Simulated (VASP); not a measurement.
Zr2C3:

```xyz
10
Lattice="2.6122 1.5082 4.7547 -2.6122 1.5082 4.7547 0.0000 -3.0164 4.7547" Properties=species:S:1:pos:R:3 pbc="T T T"
Zr    0.0000    0.0000   12.1555
Zr    0.0000    0.0000    9.2405
Zr    0.0000    0.0000    2.1085
Zr    0.0000    0.0000    5.0235
C    -1.0122   -1.5082    5.9434
C     1.8122   -0.1225    5.9434
C    -0.8000    1.6307    5.9434
C     1.0122    1.5082    8.3207
C    -1.8122    0.1225    8.3207
C     0.8000   -1.6307    8.3207
```

```yaml
Program: VASP 6.6.1
Task: relaxation of cell and atoms
Functional: PBE
Potentials_or_basis: VASP PAW PBE potentials, release 64 (Zr_sv, C)
Cutoff: 600 eV
k_mesh: 6 × 6 × 6
Occupations: gaussian, width 0.1 eV
Spin: no spin polarisation
```

At the start: pressure 65.9 GPa; volume 11.24 Å³/atom.

Problem. How do energy, volume and symmetry change on relaxing?

Solution. Over 18 steps the energy falls by 626.9 meV/atom and the volume is 14.29 Å³/atom (+27.1 %); space group R-3c (No. 167, to 0.1 Å) before and after.

The path:
```csv
step,energy change (eV),largest force (eV/Å),pressure (GPa),volume (Å³)
1,0.0000,1.5766,65.86,112.39
2,1.0030,1.1743,-27.92,205.47
3,-5.9167,0.8423,-3.69,148.80
4,-5.9430,0.8806,-1.46,146.58
5,-5.9445,0.8936,-0.68,145.84
6,-6.1233,0.5289,-0.33,145.32
7,-6.1853,0.6605,0.52,144.80
8,-6.2469,0.1739,-1.25,145.60
9,-6.2487,0.0812,-1.60,145.76
10,-6.2549,0.0617,1.28,142.68
11,-6.2595,0.0688,0.11,143.89
12,-6.2618,0.0232,0.00,143.81
13,-6.2639,0.1060,-0.26,143.60
14,-6.2651,0.0953,-0.15,143.43
15,-6.2674,0.0603,0.20,142.92
16,-6.2656,0.0213,0.90,141.89
17,-6.2678,0.0368,0.40,142.62
18,-6.2686,0.0247,0.09,142.87
```

Final structure:
```
Zr C
1.0
     2.89047    1.66881    4.93653
    -2.89047    1.66881    4.93653
     0.00000   -3.33763    4.93653
Zr C
4 6
Direct
  0.85827 0.85827 0.85827
  0.64173 0.64173 0.64173
  0.14173 0.14173 0.14173
  0.35827 0.35827 0.35827
  0.03065 0.46935 0.75000
  0.75000 0.03065 0.46935
  0.46935 0.75000 0.03065
  0.96935 0.53065 0.25000
  0.25000 0.96935 0.53065
  0.53065 0.25000 0.96935
```

Caveat: the volume moved by over 15 % at a fixed basis, so the end points are rough.
